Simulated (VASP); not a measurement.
Set up this calculation in VASP 6.6.1, as the native input.

```yaml
Task: electric field gradients
Functional: LDA
Potentials_or_basis: VASP PAW LDA potentials, release 64 (Pb_d, S)
Cutoff: 520 eV
k_mesh: 8 × 8 × 8
Occupations: fermi-dirac, width 0.01 eV
Spin: no spin polarisation
Dipole_correction: no
Further_INCAR_settings: ALGO = Normal; EDIFF = 1e-08; NBANDS = 17
```

The structure of PbS lies in POSCAR:

```
PbS
1.0
    0.0000000000      2.9353500000      2.9650000000
    2.9353500000      0.0000000000      2.9650000000
    2.9353500000      2.9353500000      0.0000000000
Pb S
1 1
Direct
    0.0000000000      0.0000000000      0.0000000000
    0.5000000000      0.5000000000      0.5000000000
```

This cell differs from its parent crystal: equal xx and yy strain of -1 %.

One way to write it, as run:

INCAR

```
SYSTEM = PbS
PREC = Accurate
ENCUT = 520
EDIFF = 1E-8
ISMEAR = -1
SIGMA = 0.01
LREAL = .FALSE.
LASPH = .TRUE.
NELM = 80
ALGO = Normal
ISIF = 2
LWAVE = .FALSE.
LCHARG = .FALSE.
GGA = CA
LEFG = .TRUE.
NBANDS = 17
```

KPOINTS

```
Automatic mesh
0
G
  8 8 8
  0 0 0
```

Potentials or basis: VASP PAW LDA potentials, release 64 (Pb_d, S).

Launch:

```console
$ cat potpaw_LDA.64/Pb_d/POTCAR potpaw_LDA.64/S/POTCAR > POTCAR
$ mpirun -np 1 vasp_std > vasp.out
```

Results of the run:

```
Pressure               : -1.3 GPa
Band gap on the k mesh : 0.13 eV, direct
```

Caveat: the cell differs from its parent crystal (equal xx and yy strain of -1 %); without QUAD_EFG the Cq values of the log hold for a quadrupole moment of 1 mb, not for the nuclei; spin-orbit coupling is left out, which moves the levels of the heavy elements.

Wall time 36 s on 1 thread of Intel(R) Xeon(R) Platinum 8488C (Sapphire Rapids), with other jobs on the host, peak memory 0.18 GiB.
